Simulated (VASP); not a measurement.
Write the native input for VASP 6.6.1 that does the following.

| Quantity | Value |
| --- | --- |
| Task | single point |
| Functional | PBE |
| Potentials or basis | VASP PAW PBE potentials, release 64 (K_sv, Cl) |
| Cutoff | 520 eV |
| k mesh | 6 × 6 × 6 |
| Occupations | gaussian, width 0.05 eV |
| Spin | no spin polarisation |
| Dipole correction | no |
| Further INCAR settings | ALGO = Normal; EDIFF = 1e-07; NBANDS = 15 |

The structure of KCl lies in POSCAR:

```
KCl
1.0
    0.0000000000      3.1561000000      3.1561000000
    3.1561000000      0.0000000000      3.1561000000
    3.1561000000      3.1561000000      0.0000000000
K Cl
1 1
Direct
    0.0297043820      0.0297043820     -0.0297043820
    0.5000000000      0.5000000000      0.5000000000
```

This cell differs from its parent crystal: all K atoms moved +0.188 Å, as atom 1 along Cartesian [0 0 1].

The input as run:

INCAR

```
  PREC = Accurate
  ENCUT = 520
  EDIFF = 1E-7
  ISMEAR = 0
  SIGMA = 0.05
  LREAL = F
  LASPH = T
  NELM = 100
  ALGO = Normal
  ISIF = 2
  LWAVE = F
  LCHARG = F
  GGA = PE
  NBANDS = 15
```

KPOINTS

```
regular mesh
0
Gamma
  6 6 6
```

Potentials or basis: VASP PAW PBE potentials, release 64 (K_sv, Cl).

Launch:

```console
$ cat potpaw_PBE.64/K_sv/POTCAR potpaw_PBE.64/Cl/POTCAR > POTCAR
$ mpirun -np 1 vasp_std > vasp.out
```

Results of the run:

| Quantity | Value |
| --- | --- |
| Pressure | 0.8 GPa |
| Largest force | 0.271 eV/Å |
| Band gap on the k mesh | 5.16 eV, direct |

Caveat: the cell differs from its parent crystal (all K atoms moved +0.188 Å, as atom 1 along Cartesian [0 0 1]).

Run time: 23 s on 1 thread of Intel(R) Xeon(R) Platinum 8488C (Sapphire Rapids) (shared host), peak memory 0.21 GiB.
